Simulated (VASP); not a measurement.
Wanted: the native input for a VASP 6.6.1 run.

* Task: single point
* Functional: PBE
* Potentials or basis: VASP PAW PBE potentials, release 64 (C, O)
* Cutoff: 520 eV
* k mesh: 4 × 4 × 4
* Occupations: gaussian, width 0.05 eV
* Spin: no spin polarisation
* Dipole correction: no
* Further INCAR settings: ALGO = Normal; EDIFF = 1e-07; NBANDS = 44

The structure of CO2 lies in POSCAR:

```
CO2
1.0
    5.8803742019      0.0000000000      0.0000000000
    0.0000000000      5.8803742019      0.0000000000
    0.0000000000      0.0000000000      6.6342381746
C O
4 8
Direct
    0.0000000000      0.0000000000      0.0000000000
    0.5000000000      0.0000000000      0.5000000000
    0.5000000000      0.5000000000      0.0000000000
    0.0000000000      0.5000000000      0.5000000000
    0.1114834447      0.1114834447      0.1114834447
    0.3885165553      0.8885165553      0.6114834447
    0.6114834447      0.3885165553      0.8885165553
    0.8885165553      0.6114834447      0.3885165553
    0.8885165553      0.8885165553      0.8885165553
    0.6114834447      0.1114834447      0.3885165553
    0.3885165553      0.6114834447      0.1114834447
    0.1114834447      0.3885165553      0.6114834447
```

The input as run:

INCAR

```
PREC     = Accurate       # precision mode
ENCUT    = 520            # plane-wave cutoff, eV
EDIFF    = 1E-7           # SCF threshold, eV
ISMEAR   = 0              # smearing method
SIGMA    = 0.05           # smearing width, eV
LREAL    = F              # projectors in reciprocal space
LASPH    = T              # aspherical terms in the spheres
NELM     = 100            # most SCF steps
ALGO     = Normal         # electronic algorithm
ISIF     = 2              # what is computed and relaxed
LWAVE    = F              # write WAVECAR
LCHARG   = F              # write CHGCAR
GGA      = PE             # functional
NBANDS   = 44             # bands
```

KPOINTS

```
regular mesh
0
Gamma
  4 4 4
```

Potentials or basis: VASP PAW PBE potentials, release 64 (C, O).

Run with:

```sh
$ cat potpaw_PBE.64/C/POTCAR potpaw_PBE.64/O/POTCAR > POTCAR
$ mpirun -np 1 vasp_std > vasp.out
```

Results of the run:

```
Pressure               : -2.4 GPa
Largest force          : 0.996 eV/Å
Band gap on the k mesh : 6.42 eV
```

Caveat: this functional lacks dispersion, which holds the molecules together, so the pressure and a relaxed volume are unreliable.

It took 4.1 min on 1 thread of Intel(R) Xeon(R) Platinum 8488C (Sapphire Rapids), on a shared host, peak memory 0.42 GiB.
